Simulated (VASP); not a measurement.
CrO2 (pbesol):

```
CELL_PARAMETERS angstrom
4.42100 0.00000 0.00000
0.00000 4.42100 0.00000
0.00000 0.00000 2.91700
ATOMIC_POSITIONS crystal
Cr 0.00000 0.00000 0.00000
Cr 0.50000 0.50000 0.50000
O 0.30100 0.30100 0.00000
O 0.19900 0.80100 0.50000
O 0.69900 0.69900 0.00000
O 0.80100 0.19900 0.50000
```

- Program: VASP 6.6.1
- Task: relaxation of cell and atoms
- Functional: PBEsol
- Potentials or basis: VASP PAW PBE potentials, release 64 (Cr_pv, O)
- Cutoff: 600 eV
- k mesh: 8 × 8 × 12
- Occupations: gaussian, width 0.1 eV
- Spin: collinear spin, ferromagnetic start
- Starting moments: [1.88, 1.88, 0.0, 0.0, 0.0, 0.0] μB

At the start: pressure -6.1 GPa; volume 9.50 Å³/atom.

Question: How do energy, volume and symmetry change on relaxing?

Answer: Over 10 steps the energy falls by 5.9 meV/atom and the volume is 9.29 Å³/atom (-2.2 %); space group P4_2/mnm (No. 136, to 0.05 Å); moment 4.00 μB per cell.

Step by step:
```csv
step,energy change (eV),largest force (eV/Å),pressure (GPa),volume (Å³)
1,0.0000,0.3287,-6.15,57.01
2,0.0128,0.1773,9.01,54.06
3,-0.0335,0.1234,0.39,55.62
4,-0.0335,0.1188,0.51,55.59
5,-0.0352,0.0061,0.18,55.71
6,-0.0352,0.0026,0.16,55.72
7,-0.0352,0.0070,-0.19,55.78
8,-0.0352,0.0028,-0.03,55.75
9,-0.0352,0.0028,-0.04,55.75
10,-0.0352,0.0016,0.00,55.75
```

Final structure:
```
CELL_PARAMETERS angstrom
4.39257 0.00000 0.00000
0.00000 4.39257 0.00000
0.00000 0.00000 2.88928
ATOMIC_POSITIONS crystal
Cr 0.00000 0.00000 0.00000
Cr 0.50000 0.50000 0.50000
O 0.30317 0.30317 0.00000
O 0.19683 0.80317 0.50000
O 0.69683 0.69683 0.00000
O 0.80317 0.19683 0.50000
```

Caveat: the PAW data sets were made with another functional, which shifts forces and pressure a little; only a ferromagnetic start was run, and an antiferromagnetic order may lie lower in energy.
